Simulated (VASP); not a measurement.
A run of VASP 6.6.1 is set up as follows.

Contents of INCAR:

```
SYSTEM = Al2Ru
PREC     = Accurate       ! precision mode
ENCUT    = 520            ! plane-wave cutoff, eV
EDIFF    = 1E-6           ! SCF threshold, eV
ISMEAR   = 0              ! smearing method
SIGMA    = 0.03           ! smearing width, eV
LREAL    = .False.        ! projectors in reciprocal space
LASPH    = .True.         ! aspherical terms in the spheres
NELM     = 100            ! most SCF steps
ALGO     = Normal         ! electronic algorithm
ISIF     = 2              ! what is computed and relaxed
LWAVE    = .False.        ! write WAVECAR
LCHARG   = .True.         ! write CHGCAR
GGA      = CA             ! functional
LELF     = .True.         ! ELF
LVHAR    = .True.       
NBANDS   = 29             ! bands
```

The input KPOINTS:

```
regular mesh
0
Gamma
  10 10 10
  0 0 0
```

POSCAR

```
Al2Ru
1.0
    0.0000000000      3.9302323774      4.3208008927
    2.4594636095      0.0000000000      4.3208008927
    2.4594636095      3.9302323774      0.0000000000
Al Ru
4 2
Direct
    0.0788992938      0.4211007062      0.0788992938
    0.4211007062      0.0788992938      0.4211007062
    0.1711007062      0.8288992938      0.1711007062
    0.8288992938      0.1711007062      0.8288992938
    0.7500000000      0.7500000000      0.7500000000
    0.5000000000      0.5000000000      0.5000000000
```

Potentials or basis: VASP PAW LDA potentials, release 64 (Al, Ru_pv).

Command:

```console
$ cat potpaw_LDA.64/Al/POTCAR potpaw_LDA.64/Ru_pv/POTCAR > POTCAR
$ mpirun -np 1 vasp_std > vasp.out
```

Task: What does it give for the pressure?

Result: -6.1 GPa.

Task: Predict the largest force.

Result: 0.309 eV/Å.

Task: What does it give for the band gap on the k mesh?

Result: 0.32 eV (least direct gap 1.15 eV).

Forces on the atoms (eV/Å):
```
Al   0.000 -0.309  0.000
Al   0.000  0.309  0.000
Al   0.000  0.309  0.000
Al   0.000 -0.309  0.000
Ru   0.000  0.000  0.000
Ru   0.000  0.000  0.000
```

Caveat: the cell stands under tension. A k mesh can miss the band edges.
